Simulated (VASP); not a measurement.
Set up this calculation in VASP 6.6.1, as the native input.

```
Task                   : single point
Functional             : PBEsol
Potentials or basis    : VASP PAW PBE potentials, release 64 (W_sv, S)
Cutoff                 : 500 eV
k mesh                 : 9 × 9 × 1
Occupations            : fermi-dirac, width 0.05 eV
Spin                   : no spin polarisation
Dipole correction      : no
Further INCAR settings : ALGO = Normal; EDIFF = 1e-06; NBANDS = 20
```

The structure of WS2 lies in POSCAR:

```
WS2
1.0
    3.1453360000      0.0000000000      0.0000000000
   -1.5726680000      2.7239410000      0.0000000000
    0.0000000000      0.0000000000     18.0000000000
W S
1 2
Direct
    0.3333330000      0.6666670000      0.5000000000
    0.6666670000      0.3333330000      0.5870620000
    0.6666670000      0.3333330000      0.4129380000
```

These files were run (other wordings do the same):

INCAR

```
PREC     = Accurate       # precision mode
ENCUT    = 500            # plane-wave cutoff, eV
EDIFF    = 1E-6           # SCF threshold, eV
ISMEAR   = -1             # smearing method
SIGMA    = 0.05           # smearing width, eV
LREAL    = F              # projectors in reciprocal space
LASPH    = T              # aspherical terms in the spheres
NELM     = 120            # most SCF steps
ALGO     = Normal         # electronic algorithm
ISIF     = 2              # what is computed and relaxed
LWAVE    = F              # write WAVECAR
LCHARG   = F              # write CHGCAR
GGA      = PS             # functional
NBANDS   = 20             # bands
GGA_COMPAT= F
```

KPOINTS

```
regular mesh
0
Gamma
  9 9 1
```

Potentials or basis: VASP PAW PBE potentials, release 64 (W_sv, S).

The run is started by

```bash
$ cat potpaw_PBE.64/W_sv/POTCAR potpaw_PBE.64/S/POTCAR > POTCAR
$ mpirun -np 1 vasp_std > vasp.out
```

Results of the run:

The largest force is 0.020 eV/Å. The band gap on the k mesh is 1.94 eV, direct.

Caveat: the PAW data sets were made with another functional, which shifts forces and pressure a little; spin-orbit coupling is left out, which moves the levels of the heavy elements.

Wall time 97 s on 1 thread of AMD EPYC 7R43 64-Core Processor (Zen 3), with other jobs on the host, peak memory 0.21 GiB.
